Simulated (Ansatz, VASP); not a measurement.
Ru: VASP beside Ansatz

The input INCAR:

```
SYSTEM = Ru
PREC     = Accurate       ! precision mode
ENCUT    = 520            ! plane-wave cutoff, eV
EDIFF    = 1E-6           ! SCF threshold, eV
ISMEAR   = -1             ! smearing method
SIGMA    = 0.1            ! smearing width, eV
LREAL    = .FALSE.        ! projectors in reciprocal space
LASPH    = .TRUE.         ! aspherical terms in the spheres
NELM     = 60             ! most SCF steps
ALGO     = Normal         ! electronic algorithm
ISIF     = 2              ! what is computed and relaxed
LWAVE    = .FALSE.        ! write WAVECAR
LCHARG   = .FALSE.        ! write CHGCAR
GGA      = B5             ! functional
ALDAX    = 1.0          
AGGAX    = 1.0          
AGGAC    = 1.0          
ALDAC    = 0.0          
NBANDS   = 13             ! bands
```

File KPOINTS:

```
Automatic mesh
0
G
  14 14 14
  0 0 0
```

POSCAR

```
Ru
1.0
    2.5194694007      0.0000000000      0.0000000000
    0.0000000000      2.5194694007      0.0000000000
    0.0000000000      0.0000000000      2.5194694007
Ru
1
Direct
    0.0000000000      0.0000000000      0.0000000000
```

Input for Ansatz:

```yaml
crystal:
  lattice:
    - [2.5194694007, 0.0, 0.0]
    - [0.0, 2.5194694007, 0.0]
    - [0.0, 0.0, 2.5194694007]
  atoms:
    - { symbol: Ru, position: [0.0, 0.0, 0.0] }
hamiltonian:
  xc: blyp
  pseudopotentials:
    kind: paw
    azcp:
      Ru: "pseudopotentials/Ru.paw.azcp"
basis:
  ecutwfc: 420
  fft_grid_basis: typed
kpoints:
  mp_grid: { grid: [14, 14, 14], shift: [0, 0, 0] }
magnetization:
  spin_polarized: false
scf:
  occupations: { method: fermi_dirac, width: 0.1 }
  lower_state_search: "off"
output:
  stress: true
  write_density: true
  write_potential: true
  elf: true
  volumetric_format: npy
```

Alike in both runs: task single point; functional BLYP; k mesh 14 × 14 × 14; occupations fermi-dirac, width 0.1 eV; no spin polarisation.

```csv
,VASP,Ansatz
version,VASP 6.6.1,Ansatz 0.2.0
potentials or method,"VASP PAW PBE potentials, release 64 (Ru_pv), cutoff 520 eV","plane waves (420 eV) with PAW, scalar-relativistic"
valence electrons in the cell,14,16
```

|  | VASP | Ansatz | Ansatz less VASP |
| --- | --- | --- | --- |
| pressure (GPa) | 9.3 | 8.7 | -0.64 |

VASP's potentials were made for PBE, not for BLYP. The functional is the same, so the differences come from potentials, cutoffs and numerics. VASP's potentials hold 14 valence electrons a cell and Ansatz's 16, so a difference there can come from the potentials and not from the codes.
